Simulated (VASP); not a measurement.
A run of VASP 6.6.1 is set up as follows.

Contents of POSCAR:

```
BO
1.0
    0.0000000000      1.9317166812      1.9317166812
    1.9317166812      0.0000000000      1.9317166812
    1.9317166812      1.9317166812      0.0000000000
B O
1 1
Direct
    0.0000000000      0.0000000000      0.0000000000
    0.5000000000      0.5000000000      0.5000000000
```

INCAR.step1

```
SYSTEM = BO
PREC     = Accurate       ! precision mode
ENCUT    = 520            ! plane-wave cutoff, eV
ISMEAR   = -1             ! smearing method
SIGMA    = 0.1            ! smearing width, eV
LREAL    = .FALSE.        ! projectors in reciprocal space
LASPH    = .TRUE.         ! aspherical terms in the spheres
NELM     = 80             ! most SCF steps
NBANDS   = 12             ! bands
GGA      = PE             ! functional
ALGO     = Normal         ! electronic algorithm
EDIFF    = 1E-4           ! SCF threshold, eV
LWAVE    = .TRUE.         ! write WAVECAR
LCHARG   = .FALSE.        ! write CHGCAR
```

INCAR.step2

```
SYSTEM = BO
PREC     = Accurate       ! precision mode
ENCUT    = 520            ! plane-wave cutoff, eV
EDIFF    = 1E-6           ! SCF threshold, eV
ISMEAR   = -1             ! smearing method
SIGMA    = 0.1            ! smearing width, eV
LREAL    = .FALSE.        ! projectors in reciprocal space
LASPH    = .TRUE.         ! aspherical terms in the spheres
NELM     = 80             ! most SCF steps
ALGO     = Normal         ! electronic algorithm
ISIF     = 2              ! what is computed and relaxed
LWAVE    = .FALSE.        ! write WAVECAR
LCHARG   = .TRUE.         ! write CHGCAR
METAGGA  = R2SCAN         ! meta-GGA
LMIXTAU  = .TRUE.       
LELF     = .TRUE.         ! ELF
LVHAR    = .TRUE.       
NBANDS   = 12             ! bands
ISTART   = 1
```

The input KPOINTS:

```
regular mesh
0
G
  15 15 15
  0 0 0
```

Potentials or basis: VASP PAW PBE potentials, release 64 (B, O).

Launch:

```sh
$ cat potpaw_PBE.64/B/POTCAR potpaw_PBE.64/O/POTCAR > POTCAR
$ cp INCAR.step1 INCAR
$ mpirun -np 1 vasp_std > vasp.out
$ cp INCAR.step2 INCAR
$ mpirun -np 1 vasp_std > vasp.out
```

Question: Predict the pressure.

Answer: 2.0 GPa.

Caveat: the PAW data sets were made with another functional, which shifts forces and pressure a little; an odd number of electrons without spin polarisation forces a metal; a magnetic or distorted state may lie lower.
